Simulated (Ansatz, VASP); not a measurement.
Two plane-wave programs on Y2Si3O

File INCAR:

```
PREC = Accurate
ENCUT = 600
EDIFF = 1E-6
ISMEAR = 0
SIGMA = 0.1
LREAL = F
LASPH = T
NELM = 80
ALGO = Normal
ISIF = 3
LWAVE = F
LCHARG = F
GGA = PE
IBRION = 2
NSW = 90
EDIFFG = -0.04
```

The input KPOINTS:

```
regular mesh
0
Gamma
  6 6 2
```

File POSCAR:

```
Y2Si3O
1.0
    4.0934367100      0.0000000000      0.0000000000
   -2.0467183600      3.5450201800      0.0000000000
    0.0000000000      0.0000000000      8.3165617800
Y Si O
2 3 1
Direct
    0.0000000000      0.0000000000      0.0000000000
    0.6666666700      0.3333333300      0.5000000000
    0.3333333300      0.6666666700      0.5000000000
    0.6666666700      0.3333333300      0.8969726100
    0.6666666700      0.3333333300      0.1030273900
    0.0000000000      0.0000000000      0.5000000000
```

Input for Ansatz:

```yaml
crystal:
  lattice:
    - [4.09343671, 0.0, 0.0]
    - [-2.04671836, 3.54502018, 0.0]
    - [0.0, 0.0, 8.31656178]
  atoms:
    - { symbol: "Y", position: [0.0, 0.0, 0.0] }
    - { symbol: "Y", position: [0.66666667, 0.33333333, 0.5] }
    - { symbol: Si, position: [0.33333333, 0.66666667, 0.5] }
    - { symbol: Si, position: [0.66666667, 0.33333333, 0.89697261] }
    - { symbol: Si, position: [0.66666667, 0.33333333, 0.10302739] }
    - { symbol: O, position: [0.0, 0.0, 0.5] }
basis:
  ecutwfc: 420
kpoints:
  mp_grid: { grid: [6, 6, 2] }
hamiltonian:
  xc: pbe
scf:
  occupations: { method: gaussian, width: 0.1 }
  lower_state_search: "off"
output:
  forces: true
  stress: true
  eigenvalues: true
relax:
  adjacent_minimum: "off"
  f_tol: 0.04
  max_steps: 70
  cell: { stress_tol: 0.4 }
```

Alike in both runs: task relaxation of cell and atoms; functional PBE; k mesh 6 × 6 × 2; occupations gaussian, width 0.1 eV; no spin polarisation.

|  | VASP | Ansatz |
| --- | --- | --- |
| version | VASP 6.6.1 | Ansatz 0.2.0 |
| potentials or method | VASP PAW PBE potentials, release 64 (Y_sv, Si, O), cutoff 600 eV | scalar-relativistic, plane waves, PAW |
| valence electrons in the cell | 40 | 40 |

|  | VASP | Ansatz | Ansatz less VASP |
| --- | --- | --- | --- |
| gap on the k mesh at the Fermi level, each at its own relaxed structure (eV) | none | none | - |
| relaxed volume (Å³/atom) | 24.90 | 24.93 | +0.024 |
| relaxed cell length with the largest relative difference (Å) | 7.810 | 7.819 | +0.0095 |

A gap of «none» marks a metal or a gap that the smearing closes.

The k mesh is coarse, so the values compare programs but aren't converged. Noted on VASP's run: the volume moved by over 15 % at a fixed basis, so the end points are rough.
